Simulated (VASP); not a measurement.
# Co (Fd-3m) in VASP: relaxation of cell and atoms with PBE

Aim: the relaxation of cell and atoms of Co with PBE.

Everything below comes from runs of VASP 6.6.1. Logs are shortened: lines on timing, memory, paths and dates and some standing lists are left out, and cuts for length are marked.

## Step 1: The cell of the first run

It takes space group Fd-3m (No. 227, cubic). Conventional cell: a = 4.484 Å, b = 4.484 Å, c = 4.484 Å, α = 90.00°, β = 90.00°, γ = 90.00°. Within 2.6 Å of Co (site symmetry -43m) lie 4 Co at 1.94 Å.

## Step 2: Relaxation of cell and atoms, PBE, collinear spin, ferromagnetic start, target pressure 70 GPa, at which the enthalpy is minimised

INCAR

```
  PREC = Accurate
  ENCUT = 600
  EDIFF = 1E-6
  ISMEAR = -1
  SIGMA = 0.05
  LREAL = False
  LASPH = True
  NELM = 150
  ALGO = Normal
  ISIF = 3
  LWAVE = False
  LCHARG = False
  ISPIN = 2
  MAGMOM = 1.7 1.7
  LORBIT = 11
  LMAXMIX = 4
  GGA = PE
  IBRION = 2
  NSW = 32
  EDIFFG = -0.005
  PSTRESS = 700.0
```

KPOINTS

```
Automatic mesh
0
Gamma
  15 15 15
```

POSCAR

```
Co
1.0
    0.0000000000      2.2421532927      2.2421532927
    2.2421532927      0.0000000000      2.2421532927
    2.2421532927      2.2421532927      0.0000000000
Co
2
Direct
   -0.1250000000     -0.1250000000     -0.1250000000
    0.1250000000      0.1250000000      0.1250000000
```

Potentials or basis: VASP PAW PBE potentials, release 64 (Co).

Started as:

```
cat potpaw_PBE.64/Co/POTCAR > POTCAR
mpirun -np 1 vasp_std > vasp.out
```

OUTCAR:

```text
PREC = Accurate
   ENCUT = 600
   EDIFF = 1E-6
   ISMEAR = -1
   LREAL = False
   LASPH = True
   NELM = 150
   ISIF = 3
   ISPIN = 2
   LORBIT = 11
   GGA = PE
   IBRION = 2
   NSW = 32
   EDIFFG = -0.005
   PSTRESS = 700.0

 ion  position               nearest neighbor table
   1  0.875  0.875  0.875-   2 1.94   2 1.94   2 1.94   2 1.94
   2  0.125  0.125  0.125-   1 1.94   1 1.94   1 1.94   1 1.94

  LATTYP: Found a face centered cubic cell.
 ALAT       =     4.4843065854

  Lattice vectors:

 A1 = (   0.0000000000,   2.2421532927,   2.2421532927)
 A2 = (   2.2421532927,   0.0000000000,   2.2421532927)
 A3 = (   2.2421532927,   2.2421532927,   0.0000000000)

Analysis of symmetry for initial positions (statically):
=====================================================================
 Subroutine PRICEL returns:
 Original cell was already a primitive cell.

 Routine SETGRP: Setting up the symmetry group for a
 face centered cubic supercell.

 Subroutine GETGRP returns: Found 48 space group operations
 (whereof 12 operations were pure point group operations)
 out of a pool of 48 trial point group operations.

The static configuration has the point symmetry D_3d.
 The point group associated with its full space group is O_h .

Analysis of symmetry for dynamics (positions and initial velocities):
=====================================================================
 Subroutine PRICEL returns:
 Original cell was already a primitive cell.

 Routine SETGRP: Setting up the symmetry group for a
 face centered cubic supercell.

 Subroutine GETGRP returns: Found 48 space group operations
 (whereof 12 operations were pure point group operations)
 out of a pool of 48 trial point group operations.

The dynamic configuration has the point symmetry D_3d.
 The point group associated with its full space group is O_h .

Analysis of structural, dynamic, and magnetic symmetry:
=====================================================================
 Subroutine PRICEL returns:
 Original cell was already a primitive cell.

 Routine SETGRP: Setting up the symmetry group for a
 face centered cubic supercell.

 Subroutine GETGRP returns: Found 48 space group operations
 (whereof 12 operations were pure point group operations)
 out of a pool of 48 trial point group operations.

The overall configuration has the point symmetry D_3d.
 The point group associated with its full space group is O_h .

 Subroutine INISYM returns: Found 48 space group operations
 (whereof 12 operations are pure point group operations),
 and found     1 'primitive' translations

[... 123 lines left out ...]
   LEPSILON=     F    determine dielectric tensor
   LRPA    =     F    only Hartree local field effects (RPA)
 conjugate gradient relaxation of ions
 spin polarized calculation
  energy-cutoff  :      600.00
  volume of cell :       22.54
 maximum number of plane-waves:       763
 NGX is ok and might be reduce to    28
   NGX = 13   NGY = 13   NGZ = 13

--------------------------------------- Ionic step        1  -------------------------------------------

 number of electron      17.9999999 magnetization       0.0006736

 Free energy of the ion-electron system (eV)
  ---------------------------------------------------
  ext. energy  EPLUGINS =         0.00000000
  ---------------------------------------------------
  free energy    TOTEN  =       -10.32599107 eV

  energy without entropy =      -10.30189114  energy(sigma->0) =      -10.31394111

------------------------ aborting loop because EDIFF is reached ----------------------------------------

  FORCE on cell =-STRESS in cart. coord.  units (eV):
  Direction    XX          YY          ZZ          XY          YZ          ZX
  --------------------------------------------------------------------------------------
  -------------------------------------------------------------------------------------
  Total        8.9164146      8.9164146      8.9164146      0.0000000      0.0000000      0.0000000
  in kB      633.6872067    633.6872067    633.6872067      0.0000000      0.0000000      0.0000000
  external PRESSURE =     -66.3127933 kB  Pullay stress =     700.0000000 kB
[... 107 lines left out ...]
 number of electron      17.9999998 magnetization       0.0000004

 number of electron      17.9999998 magnetization      -0.0000009

 Free energy of the ion-electron system (eV)
  ---------------------------------------------------
  ext. energy  EPLUGINS =         0.00000000
  ---------------------------------------------------
  free energy    TOTEN  =       -10.16431709 eV

  energy without entropy =      -10.14084055  energy(sigma->0) =      -10.15257882

 E-fermi :  10.3403     XC(G=0): -12.9766

 val. band max:       10.3385010391   @ k =   0.4667   0.1333   0.0667
 cond. band min:      10.3411387469   @ k =  -0.2667   0.3333   0.1333
 fundamental gap:      0.0026377078
 Fermi energy:        10.3402961887

 spin component 1

 k-point     1 :       0.0000    0.0000    0.0000
  band No.  band energies     occupation
      1       1.6789      1.00000
      2       5.7871      1.00000
      3       5.7871      1.00000
      4       6.2649      1.00000
      5       6.2649      1.00000
      6       6.2649      1.00000
      7       8.7743      1.00000
      8       8.7743      1.00000
      9       8.7743      1.00000
     10      10.8266      0.00006
     11      10.8266      0.00006
     12      26.5507      0.00000
     13      26.5507      0.00000
     14      26.5507      0.00000
[... 403 lines left out ...]
      4       6.3238      1.00000
      5       6.3871      1.00000
      6       6.9845      1.00000
      7       7.9024      1.00000
      8       8.9682      1.00000
      9       9.0185      1.00000
     10      10.5096      0.03271
     11      10.9909      0.00000
     12      21.0480      0.00000
     13      21.9700      0.00000
     14      24.1734      0.00000
     15      25.2956      0.00000

 [... further k-points ...]

 spin component 2

 k-point     1 :       0.0000    0.0000    0.0000
  band No.  band energies     occupation
      1       1.6789      1.00000
      2       5.7871      1.00000
      3       5.7871      1.00000
      4       6.2649      1.00000
      5       6.2649      1.00000
      6       6.2649      1.00000
      7       8.7743      1.00000
      8       8.7743      1.00000
      9       8.7743      1.00000
     10      10.8266      0.00006
     11      10.8266      0.00006
     12      26.5507      0.00000
     13      26.5507      0.00000
     14      26.5507      0.00000
[... 448 lines left out ...]
  energy  without entropy=      -10.1408405507  energy(sigma->0) =      -10.15257882

  enthalpy is  TOTEN    =        -0.4846858482 eV   P V=        9.6796312444

 reached required accuracy - stopping structural energy minimisation

 total charge

# of ion       s       p       d       tot
------------------------------------------
    1        0.670   0.624   7.620   8.915
    2        0.670   0.624   7.620   8.915
--------------------------------------------------
tot          1.341   1.247  15.241  17.829

 magnetization (x)

# of ion       s       p       d       tot
------------------------------------------
    1        0.000   0.000   0.000   0.000
    2        0.000   0.000   0.000   0.000
--------------------------------------------------
tot          0.000   0.000   0.000   0.000
```

CONTCAR:

```text
Co
   1.00000000000000
     0.0000000000000000    2.2291901726830896    2.2291901726830896
     2.2291901726830896    0.0000000000000000    2.2291901726830896
     2.2291901726830896    2.2291901726830896    0.0000000000000000
  Co
     2
Direct
     0.8750000000000000    0.8750000000000000    0.8750000000000000
     0.1250000000000000    0.1250000000000000    0.1250000000000000

  0.00000000E+00  0.00000000E+00  0.00000000E+00
  0.00000000E+00  0.00000000E+00  0.00000000E+00
```

Run time: 2.6 min. Hardware: 1 thread of Intel Xeon 6975P-C (Granite Rapids), shared host; peak memory 0.24 GiB.

What came out:

```
Free energy                                            : -10.1643 eV
Relaxed volume                                         : 11.08 Å³/atom
Relaxed cell                                           : a = 3.153 Å, b = 3.153 Å, c = 3.153 Å, α = 60.00°, β = 60.00°, γ = 60.00°
Space group after relaxing (to 0.05 Å)                 : Fd-3m (No. 227)
Energy change on relaxing (the enthalpy is what falls) : +80.8 meV/atom
Ionic steps                                            : 4
Pressure after relaxing                                : 70.0 GPa
Band gap on the k mesh                                 : zero (filled and empty bands overlap)
Net moment                                             : 0.00 μB per cell
Valence electrons inside the program's atomic spheres  : Co 8.91
```

The path:
```tsv
step	energy change (eV)	largest force (eV/Å)	pressure (GPa)	volume (Å³)
1	0.0000	0.0000	63.37	22.54
2	0.7143	0.0000	91.93	21.06
3	0.1584	0.0000	69.86	22.16
4	0.1617	0.0000	70.01	22.15
```

Final structure:
```yaml
crystal:
  lattice:
    - [0.00000, 2.22919, 2.22919]
    - [2.22919, 0.00000, 2.22919]
    - [2.22919, 2.22919, 0.00000]
  atoms:
    - { symbol: Co, position: [0.87500, 0.87500, 0.87500] }
    - { symbol: Co, position: [0.12500, 0.12500, 0.12500] }
```

Caveat: the starting moments collapsed, and a magnetic state may lie lower; the cell is relaxed towards a set pressure, so the enthalpy falls and the energy may rise.
